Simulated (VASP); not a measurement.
# Ga3Se (P4/mmm) in VASP: notebook

Ga3Se is run at these levels: PBE+D3(BJ); tasks: single point.

Program: VASP 6.6.1. These are calculated values, not measurements. Logs are shortened: lines on timing, memory, paths and dates and some standing lists are left out, and cuts for length are marked.

## Step 1: The cell of the first run

It takes space group P4/mmm (No. 123, tetragonal). The conventional cell has a = 4.324 Å, b = 4.324 Å, c = 4.107 Å, α = 90.00°, β = 90.00°, γ = 90.00°. Within 3.9 Å of Ga (site symmetry mmm) lie 8 Ga at 2.98 to 3.06 Å and 4 Se at 2.98 Å. Ga (site symmetry 4/mmm) has 8 Ga at 2.98 Å and 4 Se at 3.06 Å within 3.9 Å. Within 3.9 Å of Se (site symmetry 4/mmm) lie 12 Ga at 2.98 to 3.06 Å.

## Step 2: Single point, PBE+D3(BJ) (strain -0.0500 x Voigt [0, 1, 0, 0, 0, 0])

File INCAR:

```
SYSTEM = Ga3Se
ALGO = Normal
EDIFF = 1E-6
ENCUT = 520
GGA = PE
ISIF = 2
ISMEAR = 0
IVDW = 12
LASPH = .TRUE.
LCHARG = .FALSE.
LREAL = .FALSE.
LWAVE = .FALSE.
NBANDS = 30
NELM = 100
PREC = Accurate
SIGMA = 0.15
```

File KPOINTS:

```
k-points
0
G
  12 12 12
  0 0 0
```

File POSCAR:

```
Ga3Se
1.0
    4.3236103161      0.0000000000      0.0000000000
    0.0000000000      4.1074298003      0.0000000000
    0.0000000000      0.0000000000      4.3236103161
Ga Se
3 1
Direct
    0.0000000000      0.5000000000      0.5000000000
    0.5000000000      0.0000000000      0.5000000000
    0.5000000000      0.5000000000      0.0000000000
    0.0000000000      0.0000000000      0.0000000000
```

Potentials or basis: VASP PAW PBE potentials, release 64 (Ga_d, Se).

Started as:

```bash
$ cat potpaw_PBE.64/Ga_d/POTCAR potpaw_PBE.64/Se/POTCAR > POTCAR
$ mpirun -np 1 vasp_std > vasp.out
```

OUTCAR:

```text
SYSTEM = Ga3Se
   EDIFF = 1E-6
   ENCUT = 520
   GGA = PE
   ISIF = 2
   ISMEAR = 0
   IVDW = 12
   LASPH = .TRUE.
   LREAL = .FALSE.
   NELM = 100
   PREC = Accurate
 IVDW          = 12

 ion  position               nearest neighbor table
   1  0.000  0.500  0.500-
   2  0.500  0.000  0.500-
   3  0.500  0.500  0.000-
   4  0.000  0.000  0.000-

  LATTYP: Found a simple tetragonal cell.
 ALAT       =     4.3236103161
 C/A-ratio  =     0.9500000000

  Lattice vectors:

 A1 = (  -4.3236103161,   0.0000000000,   0.0000000000)
 A2 = (   0.0000000000,   0.0000000000,   4.3236103161)
 A3 = (   0.0000000000,   4.1074298003,   0.0000000000)

Analysis of symmetry for initial positions (statically):
=====================================================================
 Subroutine PRICEL returns:
 Original cell was already a primitive cell.

 Routine SETGRP: Setting up the symmetry group for a
 simple tetragonal supercell.

 Subroutine GETGRP returns: Found 16 space group operations
 (whereof 16 operations were pure point group operations)
 out of a pool of 16 trial point group operations.

The static configuration has the point symmetry D_4h.

Analysis of symmetry for dynamics (positions and initial velocities):
=====================================================================
 Subroutine PRICEL returns:
 Original cell was already a primitive cell.

 Routine SETGRP: Setting up the symmetry group for a
 simple tetragonal supercell.

 Subroutine GETGRP returns: Found 16 space group operations
 (whereof 16 operations were pure point group operations)
 out of a pool of 16 trial point group operations.

The dynamic configuration has the point symmetry D_4h.

 Subroutine INISYM returns: Found 16 space group operations
 (whereof 16 operations are pure point group operations),
 and found     1 'primitive' translations

----------------------------------------------------------------------------------------

                                     Primitive cell

  volume of cell :      76.7827

  direct lattice vectors                    reciprocal lattice vectors
     4.323610316  0.000000000  0.000000000     0.231288189  0.000000000  0.000000000
     0.000000000  4.107429800  0.000000000     0.000000000  0.243461252  0.000000000
[... 85 lines left out ...]
   LSORBIT =      F    spin-orbit coupling
   LASPH  =      T    aspherical Exc in radial PAW
   ENCUT  =  520.0 eV  38.22 Ry    6.18 a.u.   8.04  7.64  8.04*2*pi/ulx,y,z
   NELM   =    100;   NELMIN=  2; NELMDL= -5     # of ELM steps
   EDIFF  = 0.1E-05   stopping-criterion for ELM
   LREAL  =      F    real-space projection
   EDIFFG = 0.1E-04   stopping-criterion for IOM
   NSW    =      0    number of steps for IOM
   IBRION =     -1    ionic relax: 0-MD 1-quasi-New 2-CG
   NFREE  =      0    steps in history (QN), initial steepest desc. (CG)
   ISIF   =      2    stress and relaxation
   ISYM   =      2    0-nonsym 1-usesym 2-fastsym
   POTIM  = 0.5000    time-step for ionic-motion
   TEBEG  =    0.0;   TEEND  =   0.0 temperature during run
   PSTRESS=    0.0 pullay stress
   NELECT =      45.0000    total number of electrons
   NUPDOWN=      -1.0000    fix difference up-down
   EMIN   =  10.00;   EMAX   =-10.00  energy-range for DOS
   EFERMI =   0.00;   METHOD = LEGACY
   ISMEAR =     0;   SIGMA  =   0.15  broadening in eV -4-tet -1-fermi 0-gaus
   EFERMI_NEDOS =   21; number of points for ismear=-14 and -15
   IALGO  =     38    algorithm
   IMIX   =      4    mixing-type and parameters
     AMIX     =   0.40;   BMIX     =  1.00
     AMIX_MAG =   1.60;   BMIX_MAG =  1.00
  volume/ion in A,a.u.               =      19.20       129.54
  Fermi-wavevector in a.u.,A,eV,Ry     =   1.370013  2.588949 25.537248  1.876935
  Thomas-Fermi vector in A             =   2.495837
   LORBIT       =      0    0 simple, 1 ext, 2 COOP (PROOUT), +10 PAW based schemes
   GGA     = PE    functional components
   LHFCALC =     F    Hartree Fock is set to
   AEXX    =    0.0000 exact exchange contribution
   IVDW    =    12    specifies the selected vdW correction
   LEPSILON=     F    determine dielectric tensor
   LRPA    =     F    only Hartree local field effects (RPA)
 non-spin polarized calculation
 Gauss-broadening in eV      SIGMA  =   0.15
  energy-cutoff  :      520.00
  volume of cell :       76.78
 maximum number of plane-waves:      2104
   NGX = 17   NGY = 15   NGZ = 17

 number of electron      45.0000061 magnetization

 Free energy of the ion-electron system (eV)
  ---------------------------------------------------
  ext. energy  EPLUGINS =         0.00000000
  ---------------------------------------------------
  free energy    TOTEN  =       -12.28535727 eV

  energy without entropy =      -12.27010979  energy(sigma->0) =      -12.27773353

 E-fermi :   5.8187     XC(G=0): -10.8783

 val. band max:        5.8176910899   @ k =   0.2500   0.5000   0.0000
 cond. band min:       5.8260765067   @ k =   0.4167   0.1667   0.4167
 fundamental gap:      0.0083854168
 Fermi energy:         5.8186686338

 k-point     1 :       0.0000    0.0000    0.0000
  band No.  band energies     occupation
      1      -9.3712      2.00000
      2      -9.2932      2.00000
      3      -9.2932      2.00000
      4      -9.2708      2.00000
      5      -9.2331      2.00000
      6      -9.2053      2.00000
[... 781 lines left out ...]
     29      12.1439      0.00000
     30      12.7866      0.00000

 [... further k-points ...]

------------------------ aborting loop because EDIFF is reached ----------------------------------------

 Edisp (eV)   -1.33300

 E8    (eV) :    -0.5996

  FORCE on cell =-STRESS in cart. coord.  units (eV):
  Direction    XX          YY          ZZ          XY          YZ          ZX
  --------------------------------------------------------------------------------------
  -------------------------------------------------------------------------------------
  Total       1.31485     1.37813     1.31485    -0.00000     0.00000     0.00000
  in kB      27.43610    28.75655    27.43610    -0.00000     0.00000     0.00000
  external pressure =       27.88 kB  Pullay stress =        0.00 kB

 VOLUME and BASIS-vectors are now :
 -----------------------------------------------------------------------------
  energy-cutoff  :      520.00
  volume of cell :       76.78
      direct lattice vectors                 reciprocal lattice vectors
     4.323610316  0.000000000  0.000000000     0.231288189  0.000000000  0.000000000
     0.000000000  4.107429800  0.000000000     0.000000000  0.243461252  0.000000000
     0.000000000  0.000000000  4.323610316     0.000000000  0.000000000  0.231288189

 POSITION                                       TOTAL-FORCE (eV/Angst)
 -----------------------------------------------------------------------------------
      0.00000      2.05371      2.16181         0.000000      0.000000      0.000000
      2.16181      0.00000      2.16181         0.000000      0.000000      0.000000
      2.16181      2.05371      0.00000         0.000000      0.000000      0.000000
      0.00000      0.00000      0.00000         0.000000      0.000000      0.000000
 -----------------------------------------------------------------------------------
    total drift:                                0.000000     -0.000000     -0.000000

  FREE ENERGIE OF THE ION-ELECTRON SYSTEM (eV)
  ---------------------------------------------------
  free  energy   TOTEN  =       -13.6183537457 eV

  energy  without entropy=      -13.6031062653  energy(sigma->0) =      -13.61073001
```

OSZICAR:

```text
N       E                     dE             d eps       ncg     rms          rms(c)
DAV:   1     0.313307704706E+03    0.31331E+03   -0.21629E+04 12106   0.257E+03
DAV:   2     0.269516780906E+02   -0.28636E+03   -0.27770E+03 12052   0.523E+02
DAV:   3    -0.108764516564E+02   -0.37828E+02   -0.36527E+02 13614   0.140E+02
DAV:   4    -0.123579518990E+02   -0.14815E+01   -0.14675E+01 13728   0.285E+01
DAV:   5    -0.123896939950E+02   -0.31742E-01   -0.31718E-01 13564   0.418E+00    0.382E+00
DAV:   6    -0.123000088721E+02    0.89685E-01   -0.21056E-01 16614   0.611E+00    0.226E+00
DAV:   7    -0.122871380455E+02    0.12871E-01   -0.40280E-02 14822   0.150E+00    0.731E-01
DAV:   8    -0.122852977497E+02    0.18403E-02   -0.75682E-03 14080   0.880E-01    0.761E-02
DAV:   9    -0.122853405173E+02   -0.42768E-04   -0.10225E-03 14322   0.713E-01    0.457E-02
DAV:  10    -0.122853534562E+02   -0.12939E-04   -0.14499E-04 15230   0.248E-01    0.302E-02
DAV:  11    -0.122853570097E+02   -0.35535E-05   -0.29515E-05 15768   0.548E-02    0.113E-02
DAV:  12    -0.122853572743E+02   -0.26456E-06   -0.22345E-06 11628   0.450E-02
   1 F= -.13618354E+02 E0= -.13610730E+02  d E =-.152475E-01
```

Run time: 3 min. Hardware: 1 thread of Intel Xeon 6975P-C, shared host; peak memory 0.47 GiB.

Results:

- Free energy: -13.6184 eV
- Pressure: 2.8 GPa
- Dispersion energy per atom: -0.333 eV

Stress tensor (GPa, compression positive):
```
2.74 0.00 0.00
0.00 2.88 0.00
0.00 0.00 2.74
```

Caveat: the cell differs from its parent crystal (strain -0.0500 x Voigt [0, 1, 0, 0, 0, 0]); pairwise dispersion overbinds metals, which lowers pressure and volume.

## Step 3: Single point, PBE+D3(BJ) (strain +0.0250 x Voigt [0, 1, 0, 0, 0, 0])

File INCAR:

```
ALGO = Normal ; EDIFF = 1E-7
ENCUT = 520 ; GGA = PE
ISIF = 2 ; ISMEAR = 0
IVDW = 12 ; LASPH = T
LCHARG = F ; LREAL = F
LWAVE = F ; NBANDS = 30
NELM = 60 ; PREC = Accurate
SIGMA = 0.15
```

File KPOINTS:

```
k-points
0
Gamma
  12 12 12
```

Changes to POSCAR since step 2:

```diff
@@ -3,3 +3,3 @@
     4.3236103161      0.0000000000      0.0000000000
-    0.0000000000      4.1074298003      0.0000000000
+    0.0000000000      4.4317005740      0.0000000000
     0.0000000000      0.0000000000      4.3236103161
```

Potentials or basis: VASP PAW PBE potentials, release 64 (Ga_d, Se).

Started as:

```bash
$ cat potpaw_PBE.64/Ga_d/POTCAR potpaw_PBE.64/Se/POTCAR > POTCAR
$ mpirun -np 1 vasp_std > vasp.out
```

Wall time 4.9 min (1 thread of Intel Xeon 6975P-C, shared host); peak memory 0.49 GiB.

Results (log left out):

```
Free energy                : -13.6490 eV
Pressure                   : -1.0 GPa
Dispersion energy per atom : -0.308 eV
```

Stress tensor (GPa, compression positive):
```
-0.92  0.00  0.00
 0.00 -1.04  0.00
 0.00  0.00 -0.92
```

Levels at points of the mesh, in eV from the Fermi level:
| k point | band 19 | band 20 | band 21 | band 22 | band 23 | band 24 | band 25 | band 26 |
| --- | --- | --- | --- | --- | --- | --- | --- | --- |
| (0.00, 0.00, 0.00) | -3.88 | -3.88 | -2.91 | -2.61 | 1.63 | 1.68 | 1.68 | 4.51 |
| (0.50, 0.00, 0.00) | -3.05 | -2.88 | -2.08 | -1.08 | -0.49 | -0.21 | 1.05 | 4.24 |
| (0.00, 0.50, 0.00) | -2.96 | -2.96 | -1.89 | -1.04 | -0.32 | -0.32 | 1.20 | 4.08 |
| (0.50, 0.50, 0.00) | -6.60 | -2.26 | -0.75 | -0.57 | -0.51 | 1.62 | 1.69 | 1.70 |
| (0.50, 0.00, 0.50) | -6.50 | -2.35 | -0.99 | -0.80 | -0.80 | 1.24 | 1.52 | 1.52 |
| (0.50, 0.50, 0.50) | -5.12 | -5.12 | -5.11 | -5.11 | -3.68 | 3.94 | 4.30 | 4.30 |

Caveat: the cell differs from its parent crystal (strain +0.0250 x Voigt [0, 1, 0, 0, 0, 0]); pairwise dispersion overbinds metals, which lowers pressure and volume.
